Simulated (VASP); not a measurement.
Crystal: BeS.

```
Be S
1.0
     0.00000    2.31730    2.31730
     2.31730    0.00000    2.31730
     2.31730    2.31730    0.00000
Be S
1 1
Direct
  0.00000 0.00000 0.00000
  0.50000 0.50000 0.50000
```

Base run:

```yaml
Program: VASP 6.6.1
Functional: PBE
Potentials_or_basis: VASP PAW PBE potentials, release 64 (Be, S)
Cutoff: 520 eV
k_mesh: 6 × 6 × 6
Occupations: gaussian, width 0.01 eV
Spin: no spin polarisation
```

Its results: band gap on the k mesh 0.98 eV, indirect (least direct gap 4.14 eV); pressure -0.2 GPa.

Question: The run is repeated on the same cell with these changes: functional from PBE to r2SCAN; cutoff from 520 eV to 660 eV. What comes out?

Answer: Band gap on the k mesh 1.35 eV, indirect (least direct gap 4.59 eV); pressure 0.1 GPa.

r2SCAN gives the wider gap, since meta-GGAs in the generalised Kohn-Sham scheme recover part of the derivative discontinuity.

Caveats: the PAW data sets were made with another functional, which shifts forces and pressure a little (some runs).

A k mesh can miss the band edges.
